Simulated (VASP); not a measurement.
# AlNi (P4/mmm) in VASP: a series of runs

The runs below take AlNi through single point, with PBE.

Program: VASP 6.6.1. These are calculated values, not measurements. Logs are shortened: lines on timing, memory, paths and dates and some standing lists are left out, and cuts for length are marked.

## (1) The cell of the first run

The structure is tetragonal, space group P4/mmm (No. 123). Conventional cell: a = 3.111 Å, b = 3.111 Å, c = 2.996 Å, α = 90.00°, β = 90.00°, γ = 90.00°. Al (site symmetry 4/mmm) has 8 Ni at 2.66 Å and 6 Al at 3.00 to 3.11 Å within 3.5 Å. Within 3.5 Å of Ni (site symmetry 4/mmm) lie 8 Al at 2.66 Å and 6 Ni at 3.00 to 3.11 Å.

## (2) Single point, PBE (strain +0.080 along x and y, +0.040 along z)

INCAR reads:

```
SYSTEM = AlNi
  PREC = Accurate
  ENCUT = 520
  EDIFF = 1E-6
  ISMEAR = 0
  SIGMA = 0.15
  LREAL = .False.
  LASPH = .True.
  NELM = 80
  ALGO = Fast
  ISIF = 2
  LWAVE = .False.
  LCHARG = .False.
  GGA = PE
  NBANDS = 14
```

KPOINTS reads:

```
regular mesh
0
Gamma
  16 16 16
  0 0 0
```

POSCAR reads:

```
AlNi
1.0
    3.1114800000      0.0000000000      0.0000000000
    0.0000000000      3.1114800000      0.0000000000
    0.0000000000      0.0000000000      2.9962400000
Al Ni
1 1
Direct
    0.0000000000      0.0000000000      0.0000000000
    0.5000000000      0.5000000000      0.5000000000
```

Potentials or basis: VASP PAW PBE potentials, release 64 (Al, Ni).

Command:

```bash
$ cat potpaw_PBE.64/Al/POTCAR potpaw_PBE.64/Ni/POTCAR > POTCAR
$ mpirun -np 1 vasp_std > vasp.out
```

OUTCAR:

```text
SYSTEM = AlNi
   PREC = Accurate
   ENCUT = 520
   EDIFF = 1E-6
   ISMEAR = 0
   LREAL = .False.
   LASPH = .True.
   NELM = 80
   ISIF = 2
   GGA = PE

 ion  position               nearest neighbor table
   1  0.000  0.000  0.000-   2 2.66   2 2.66   2 2.66   2 2.66   2 2.66   2 2.66   2 2.66   2 2.66

   2  0.500  0.500  0.500-   1 2.66   1 2.66   1 2.66   1 2.66   1 2.66   1 2.66   1 2.66   1 2.66

  LATTYP: Found a simple tetragonal cell.
 ALAT       =     3.1114800000
 C/A-ratio  =     0.9629629630

  Lattice vectors:

 A1 = (   3.1114800000,   0.0000000000,   0.0000000000)
 A2 = (   0.0000000000,   3.1114800000,   0.0000000000)
 A3 = (   0.0000000000,   0.0000000000,   2.9962400000)

Analysis of symmetry for initial positions (statically):
=====================================================================
 Subroutine PRICEL returns:
 Original cell was already a primitive cell.

 Routine SETGRP: Setting up the symmetry group for a
 simple tetragonal supercell.

 Subroutine GETGRP returns: Found 16 space group operations
 (whereof 16 operations were pure point group operations)
 out of a pool of 16 trial point group operations.

The static configuration has the point symmetry D_4h.

Analysis of symmetry for dynamics (positions and initial velocities):
=====================================================================
 Subroutine PRICEL returns:
 Original cell was already a primitive cell.

 Routine SETGRP: Setting up the symmetry group for a
 simple tetragonal supercell.

 Subroutine GETGRP returns: Found 16 space group operations
 (whereof 16 operations were pure point group operations)
 out of a pool of 16 trial point group operations.

The dynamic configuration has the point symmetry D_4h.

 Subroutine INISYM returns: Found 16 space group operations
 (whereof 16 operations are pure point group operations),
 and found     1 'primitive' translations

----------------------------------------------------------------------------------------

                                     Primitive cell

  volume of cell :      29.0075

  direct lattice vectors                    reciprocal lattice vectors
     3.111480000  0.000000000  0.000000000     0.321390464  0.000000000  0.000000000
     0.000000000  3.111480000  0.000000000     0.000000000  0.321390464  0.000000000
     0.000000000  0.000000000  2.996240000     0.000000000  0.000000000  0.333751635

  length of vectors
     3.111480000  3.111480000  2.996240000     0.321390464  0.321390464  0.333751635

  position of ions in fractional coordinates (direct lattice)
     0.000000000  0.000000000  0.000000000
[... 86 lines left out ...]
   POTIM  = 0.5000    time-step for ionic-motion
   TEBEG  =    0.0;   TEEND  =   0.0 temperature during run
   PSTRESS=    0.0 pullay stress
   NELECT =      13.0000    total number of electrons
   NUPDOWN=      -1.0000    fix difference up-down
   EMIN   =  10.00;   EMAX   =-10.00  energy-range for DOS
   EFERMI =   0.00;   METHOD = LEGACY
   ISMEAR =     0;   SIGMA  =   0.15  broadening in eV -4-tet -1-fermi 0-gaus
   EFERMI_NEDOS =   21; number of points for ismear=-14 and -15
   IALGO  =     68    algorithm
   IMIX   =      4    mixing-type and parameters
     AMIX     =   0.40;   BMIX     =  1.00
     AMIX_MAG =   1.60;   BMIX_MAG =  1.00
  volume/ion in A,a.u.               =      14.50        97.88
  Fermi-wavevector in a.u.,A,eV,Ry     =   1.252812  2.367470 21.354843  1.569537
  Thomas-Fermi vector in A             =   2.386694
   LORBIT       =      0    0 simple, 1 ext, 2 COOP (PROOUT), +10 PAW based schemes
   GGA     = PE    functional components
   LHFCALC =     F    Hartree Fock is set to
   AEXX    =    0.0000 exact exchange contribution
   IVDW    =     0    specifies the selected vdW correction
   LEPSILON=     F    determine dielectric tensor
   LRPA    =     F    only Hartree local field effects (RPA)
 non-spin polarized calculation
 RMM-DIIS sequential band-by-band and
 Gauss-broadening in eV      SIGMA  =   0.15
  energy-cutoff  :      520.00
  volume of cell :       29.01
 maximum number of plane-waves:       796
 NGX is ok and might be reduce to    24
   NGX = 11   NGY = 11   NGZ = 11

 number of electron      13.0000001 magnetization

 Free energy of the ion-electron system (eV)
  ---------------------------------------------------
  ext. energy  EPLUGINS =         0.00000000
  ---------------------------------------------------
  free energy    TOTEN  =       -10.20194957 eV

  energy without entropy =      -10.19110403  energy(sigma->0) =      -10.19652680

 E-fermi :   7.6918     XC(G=0): -11.1533

 val. band max:        7.6874737622   @ k =   0.1875   0.1250   0.3750
 cond. band min:       7.7267332897   @ k =   0.4375   0.4375   0.3750
 fundamental gap:      0.0392595275
 Fermi energy:         7.6918218176

 k-point     1 :       0.0000    0.0000    0.0000
  band No.  band energies     occupation
      1      -2.1217      2.00000
      2       5.2631      2.00000
      3       5.2786      2.00000
      4       6.4452      2.00000
      5       6.5271      2.00000
      6       6.5271      2.00000
      7      12.0527      0.00000
      8      12.0527      0.00000
      9      13.2295      0.00000
     10      15.0689      0.00000
     11      15.2557      0.00000
     12      18.3805      0.00000
     13      25.9664      0.00000
     14      26.7549      0.00000
[... 377 lines left out ...]
      1       1.5187      2.00000
      2       2.1276      2.00000
      3       5.6328      2.00000
      4       5.8381      2.00000
      5       6.0820      2.00000
      6       6.5223      2.00000
      7       7.0763      2.00000
      8      13.5421      0.00000
      9      14.4394      0.00000
     10      17.4599      0.00000
     11      17.8013      0.00000
     12      17.8741      0.00000
     13      21.1760      0.00000
     14      21.7178      0.00000

 [... further k-points ...]
[... 5 lines left out ...]
  --------------------------------------------------------------------------------------
  -------------------------------------------------------------------------------------
  Total       -3.5072154     -3.5072154     -3.2009229      0.0000000     -0.0000000      0.0000000
  in kB     -193.7146170   -193.7146170   -176.7971124      0.0000000     -0.0000000      0.0000000
  external PRESSURE =    -188.0754488 kB  Pullay stress =       0.0000000 kB

 VOLUME and BASIS-vectors are now :
 -----------------------------------------------------------------------------
  energy-cutoff  :      520.00
  volume of cell :       29.01
      direct lattice vectors                 reciprocal lattice vectors
     3.111480000  0.000000000  0.000000000     0.321390464  0.000000000  0.000000000
     0.000000000  3.111480000  0.000000000     0.000000000  0.321390464  0.000000000
     0.000000000  0.000000000  2.996240000     0.000000000  0.000000000  0.333751635

 POSITION                                       TOTAL-FORCE (eV/Angst)
 -----------------------------------------------------------------------------------
      0.00000      0.00000      0.00000         0.000000      0.000000      0.000000
      1.55574      1.55574      1.49812         0.000000      0.000000      0.000000
 -----------------------------------------------------------------------------------
    total drift:                                0.000000      0.000000     -0.000000

  FREE ENERGIE OF THE ION-ELECTRON SYSTEM (eV)
  ---------------------------------------------------
  free  energy   TOTEN  =       -10.2019495746 eV

  energy  without entropy=      -10.1911040288  energy(sigma->0) =      -10.19652680
```

stdout:

```text
POSCAR found type information on POSCAR AlNi
 POSCAR found :  2 types and       2 ions
 scaLAPACK will be used
 LDA part: xc-table for (Slater+PW92), standard interpolation
 POSCAR, INCAR and KPOINTS ok, starting setup
 FFT: planning ... GRIDC
 FFT: planning ... GRID_SOFT
 FFT: planning ... GRID
 WAVECAR not read
 entering main loop
```

Wall time 43 s (1 thread of Intel Xeon 6975P-C (Granite Rapids), shared host); peak memory 0.27 GiB.

Results:

```yaml
Free_energy: -10.2019 eV
Pressure: -18.8 GPa
```

Stress tensor (GPa, compression positive):
```
-19.37   0.00   0.00
  0.00 -19.37   0.00
  0.00   0.00 -17.68
```

Levels at points of the mesh, in eV from the Fermi level:
```
           k point  band 3  band 4  band 5  band 6  band 7  band 8  band 9  band 10  band 11  band 12
(0.00, 0.00, 0.00)   -2.41   -1.25   -1.16   -1.16    4.36    4.36    5.54     7.38     7.56    10.69
(0.50, 0.00, 0.00)   -2.09   -1.80   -1.63   -1.11   -0.61    7.94    8.69     8.69     9.66     9.83
(0.50, 0.50, 0.00)   -2.50   -2.50   -1.50   -1.50   -0.84    0.97    1.46    10.80    14.07    14.19
(0.00, 0.00, 0.50)   -2.04   -1.79   -1.79   -1.17   -0.40    8.02    8.84     8.84     9.02     9.02
(0.50, 0.00, 0.50)   -2.39   -2.20   -1.63   -1.61   -0.78    1.29    1.71    10.03    13.28    13.36
(0.50, 0.50, 0.50)   -3.22   -0.81   -0.74    2.12    2.15    2.15    2.19     3.44     3.80     3.80
```

Caveat: the cell differs from its parent crystal (strain +0.080 along x and y, +0.040 along z). Spin polarisation is off, so any magnetic state and its effect on volume and gap are missing.

[end of part 1 of 2]
